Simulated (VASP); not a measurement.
Cu3Pd, 4 atoms in the cell. Symmetry: Pm-3m, No. 221, cubic system. The conventional cell has a = 3.722 Å, b = 3.722 Å, c = 3.722 Å, α = 90.00°, β = 90.00°, γ = 90.00°. Cu (site symmetry 4/mmm) has 8 Cu at 2.63 Å and 4 Pd at 2.63 Å within 3.5 Å. Within 3.5 Å of Pd (site symmetry m-3m) lie 12 Cu at 2.63 Å. 

- Program: VASP 6.6.1
- Task: relaxation of cell and atoms
- Functional: LDA
- Potentials or basis: VASP PAW LDA potentials, release 64 (Cu, Pd)
- Cutoff: 600 eV
- k mesh: 6 × 6 × 6
- Occupations: gaussian, width 0.1 eV
- Spin: no spin polarisation
- Dipole correction: no
- Further INCAR settings: ALGO = Normal; EDIFF = 1e-07; IBRION = 2; EDIFFG = -0.05; NSW = 100; ISIF = 3

Potentials or basis: VASP PAW LDA potentials, release 64 (Cu, Pd).

Command:

```sh
$ cat potpaw_LDA.64/Cu/POTCAR potpaw_LDA.64/Pd/POTCAR > POTCAR
$ mpirun -np 1 vasp_std > vasp.out
```

Hardware: 1 thread of Intel(R) Xeon(R) 6975P-C (Granite Rapids), with other jobs on the host.

Task: Estimate the wall time of this run.

Result: Run time: 61 s on 1 thread of Intel(R) Xeon(R) 6975P-C (Granite Rapids), with other jobs on the host, peak memory 0.17 GiB. Counts: scf iterations 42, k points 20, ion steps 3.
